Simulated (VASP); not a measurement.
Write the native input for VASP 6.6.1 that does the following.

```yaml
Task: single point
Functional: PBE
Potentials_or_basis: VASP PAW PBE potentials, release 64 (As, B)
Cutoff: 520 eV
k_mesh: 5 × 5 × 5
Occupations: fermi-dirac, width 0.02 eV
Spin: no spin polarisation
Dipole_correction: no
Further_INCAR_settings: ALGO = Normal; EDIFF = 1e-07; NBANDS = 11
```

The structure of BAs lies in POSCAR:

```
BAs
1.0
    0.0000000000      2.3885000000      2.3885000000
    2.3885000000      0.0000000000      2.3885000000
    2.3885000000      2.3885000000      0.0000000000
As B
1 1
Direct
    0.7500000000      0.7500000000      0.7500000000
    0.0000000000      0.0000000000      0.0000000000
```

These files were run (other wordings do the same):

INCAR

```
PREC = Accurate
ENCUT = 520
EDIFF = 1E-7
ISMEAR = -1
SIGMA = 0.02
LREAL = F
LASPH = T
NELM = 100
ALGO = Normal
ISIF = 2
LWAVE = F
LCHARG = F
GGA = PE
NBANDS = 11
```

KPOINTS

```
regular mesh
0
Gamma
  5 5 5
```

Potentials or basis: VASP PAW PBE potentials, release 64 (As, B).

Run with:

```console
$ cat potpaw_PBE.64/As/POTCAR potpaw_PBE.64/B/POTCAR > POTCAR
$ mpirun -np 1 vasp_std > vasp.out
```

Results of the run:

```json
{
 "Pressure": "3.6 GPa",
 "Band gap on the k mesh": "1.17 eV, indirect (least direct gap 3.27 eV)"
}
```

Caveat: the k points lie up to 0.46 Å⁻¹ apart.

It took 4 s on 1 thread of Intel(R) Xeon(R) Platinum 8488C (Sapphire Rapids) (shared host), peak memory 0.15 GiB.
